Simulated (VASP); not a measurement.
A run of VASP 6.6.1 is set up as follows.

File INCAR:

```
  PREC = Accurate
  ENCUT = 500
  EDIFF = 1E-6
  ISMEAR = -1
  SIGMA = 0.1
  LREAL = False
  LASPH = True
  NELM = 120
  ALGO = Normal
  ISIF = 2
  LWAVE = False
  LCHARG = False
  GGA = PS
  NBANDS = 30
  GGA_COMPAT = False
```

KPOINTS

```
Automatic mesh
0
Gamma
  3 3 3
```

POSCAR

```
In3Sb
1.0
    4.8369620000      0.0000000000      0.0000000000
    0.0000000000      4.8369620000      0.0000000000
    0.0000000000      0.0000000000      4.8369620000
In Sb
3 1
Direct
    0.5000000000      0.5000000000      0.0000000000
    0.5000000000      0.0000000000      0.5000000000
    0.0000000000      0.5000000000      0.5000000000
    0.0000000000      0.0000000000      0.0000000000
```

Potentials or basis: VASP PAW PBE potentials, release 64 (In_d, Sb).

Run with:

```console
$ cat potpaw_PBE.64/In_d/POTCAR potpaw_PBE.64/Sb/POTCAR > POTCAR
$ mpirun -np 1 vasp_std > vasp.out
```

(1) Predict the band gap on the k mesh.

(2) What does it give for the pressure?

Results:

(1) zero (band 22 reaches 7.16 eV, above the bottom of band 23 at 6.55 eV).

(2) -2.3 GPa.

Caveat: the k points lie up to 0.43 Å⁻¹ apart; the PAW data sets were made with another functional, which shifts forces and pressure a little; spin-orbit coupling is left out, which moves the levels of the heavy elements.
